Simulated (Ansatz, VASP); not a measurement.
Sb: VASP beside Ansatz

File INCAR:

```
SYSTEM = Sb
PREC = Accurate ; ENCUT = 520
EDIFF = 1E-6 ; ISMEAR = -1
SIGMA = 0.05 ; LREAL = .FALSE.
LASPH = .TRUE. ; NELM = 60
ALGO = Normal ; ISIF = 2
LWAVE = .FALSE. ; LCHARG = .FALSE.
GGA = CA ; NBANDS = 8
```

Contents of KPOINTS:

```
regular mesh
0
G
  10 10 10
  0 0 0
```

The input POSCAR:

```
Sb
1.0
   -1.8959666167      1.8959666167      1.8959666167
    1.8959666167     -1.8959666167      1.8959666167
    1.8959666167      1.8959666167     -1.8959666167
Sb
1
Direct
    0.0000000000      0.0000000000      0.0000000000
```

File input.yaml:

```yaml
crystal:
  lattice:
    - [-1.8959666167, 1.8959666167, 1.8959666167]
    - [1.8959666167, -1.8959666167, 1.8959666167]
    - [1.8959666167, 1.8959666167, -1.8959666167]
  atoms:
    - { symbol: Sb, position: [0.0, 0.0, 0.0] }
kpoints:
  mp_grid: { grid: [10, 10, 10] }
scf:
  occupations: { method: fermi_dirac, width: 0.05 }
hamiltonian:
  xc: lda
  pseudopotentials: { kind: all_electron, lapw: { basis_error: 0.001 } }
output:
  forces: true
  stress: true
  eigenvalues: true
```

Change from the starting cell: volume scaled by 1.04.

Alike in both runs: task single point; functional LDA; k mesh 10 × 10 × 10; occupations fermi-dirac, width 0.05 eV; no spin polarisation.

|  | VASP | Ansatz |
| --- | --- | --- |
| version | VASP 6.6.1 | Ansatz 0.2.0 |
| potentials or method | VASP PAW LDA potentials, release 64 (Sb), cutoff 520 eV | all-electron LAPW, scalar-relativistic |

|  | VASP | Ansatz | Ansatz less VASP |
| --- | --- | --- | --- |
| gap on the k mesh at the Fermi level (eV) | none | none | - |
| pressure (GPa) | -3.5 | -3.6 | -0.04 |

LDA's correlation is that of Perdew and Zunger in VASP and of Perdew and Wang (1992) in Ansatz. A gap of «none» marks a metal or a gap that the smearing closes. Ansatz ran all-electron here, and VASP with PAW potentials.

Neither program's run includes spin-orbit coupling.
